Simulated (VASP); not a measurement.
As, 1 atom in the cell. It takes space group Fm-3m (No. 225, cubic). Conventional cell: a = 4.203 Å, b = 4.203 Å, c = 4.203 Å, α = 90.00°, β = 90.00°, γ = 90.00°. Within 3.9 Å of As (site symmetry m-3m) lie 12 As at 2.97 Å. 

| Item | Value |
| --- | --- |
| Program | VASP 6.6.1 |
| Task | single point |
| Functional | PBEsol |
| Potentials or basis | VASP PAW PBE potentials, release 64 (As) |
| Cutoff | 500 eV |
| k mesh | 13 × 13 × 13 |
| Occupations | fermi-dirac, width 0.136057 eV |
| Spin | no spin polarisation |
| Dipole correction | no |
| Further INCAR settings | ALGO = Normal; EDIFF = 1e-06; NBANDS = 8 |

Potentials or basis: VASP PAW PBE potentials, release 64 (As).

Command:

```console
$ cat potpaw_PBE.64/As/POTCAR > POTCAR
$ mpirun -np 1 vasp_std > vasp.out
```

Hardware: 1 thread of Intel(R) Xeon(R) Platinum 8259CL CPU @ 2.50GHz (Skylake/Cascade Lake), on a shared host.

Problem. How long does it take, and how much memory?

Solution. It took 7.5 s on 1 thread of Intel(R) Xeon(R) Platinum 8259CL CPU @ 2.50GHz (Skylake/Cascade Lake) (shared host), peak memory 0.14 GiB. Counts: scf iterations 9, k points 84.
